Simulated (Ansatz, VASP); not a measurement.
**One calculation of MoS, two programs**

```
CELL_PARAMETERS angstrom
0.00000 2.97238 2.97238
2.97238 0.00000 2.97238
2.97238 2.97238 0.00000
ATOMIC_POSITIONS crystal
Mo 0.00000 0.00000 0.00000
S 0.25000 0.25000 0.25000
```

Alike in both runs: functional r2SCAN; k mesh 12 × 12 × 12; occupations gaussian, width 0.1 eV; collinear spin; Hubbard terms Mo d U = 4.38 eV.

Ansatz relaxed the structure, and its values are those at the end. VASP's run is a single point on that final structure, the one shown.

|  | VASP | Ansatz |
| --- | --- | --- |
| version | VASP 6.6.1 | Ansatz 0.2.0 |
| potentials or method | VASP PAW PBE potentials, release 64 (Mo_sv, S), cutoff 520 eV | scalar-relativistic, plane waves, PAW |
| valence electrons in the cell | 20 | 20 |

```tsv
	VASP	Ansatz	Ansatz less VASP
gap on the k mesh at the Fermi level (eV)	none	none	-
pressure (GPa)	-0.9	0.0	+0.90
net moment per atom (μB)	2.00	2.00	0.000
size of the moment on the site where the two differ most (μB)	3.61	3.04	-0.574
```

VASP's potentials were made for PBE, not for r2SCAN. Site moments also hang on the region over which each program counts them. The programs project onto different local orbitals, so the same U acts differently, and such runs can settle in different states. A gap of «none» marks a metal or a gap that the smearing closes. Ansatz's warnings: filled band counts differ across k points.
